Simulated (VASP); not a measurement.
**CdAg2 (Ag (111), 3 layers): single point with LDA**

The system is CdAg2 (Ag (111), 3 layers), a slab with vacuum.

```
Ag Cd
1.0
     2.82844    0.00000    0.00000
    -1.41422    2.44950    0.00000
     0.00000    0.00000   20.61880
Ag Cd
2 1
Direct
  0.16667 0.33333 0.38837
  0.83333 0.66667 0.61163
  0.50000 0.00000 0.50000
```

```
Program                : VASP 6.6.1
Task                   : single point
Functional             : LDA
Potentials or basis    : VASP PAW LDA potentials, release 64 (Ag, Cd)
Cutoff                 : 520 eV
k mesh                 : 13 × 13 × 1
Occupations            : fermi-dirac, width 0.05 eV
Spin                   : no spin polarisation
Dipole correction      : yes
Further INCAR settings : ALGO = Normal; EDIFF = 1e-06; NBANDS = 24
```

| Item | Value |
| --- | --- |
| Largest force | 0.441 eV/Å |
| Band gap on the k mesh | zero (band 17 reaches 1.84 eV, above the bottom of band 18 at -2.71 eV) |

Forces in eV/Å, atoms in the order of the input:
```
Ag   0.000  0.000 -0.441
Ag   0.000  0.000  0.441
Cd   0.000  0.000  0.000
```

Levels at points of the mesh, in eV from the Fermi level:
```
           k point  band 13  band 14  band 15  band 16  band 17  band 18  band 19  band 20  band 21  band 22
(0.00, 0.00, 0.00)    -4.63    -3.58    -3.58    -3.51    -3.51    -2.00    -0.26     4.20     4.99     5.30
```

Wall time 62 s on 1 thread of Intel(R) Xeon(R) Platinum 8488C (Sapphire Rapids) (shared host), peak memory 0.26 GiB.
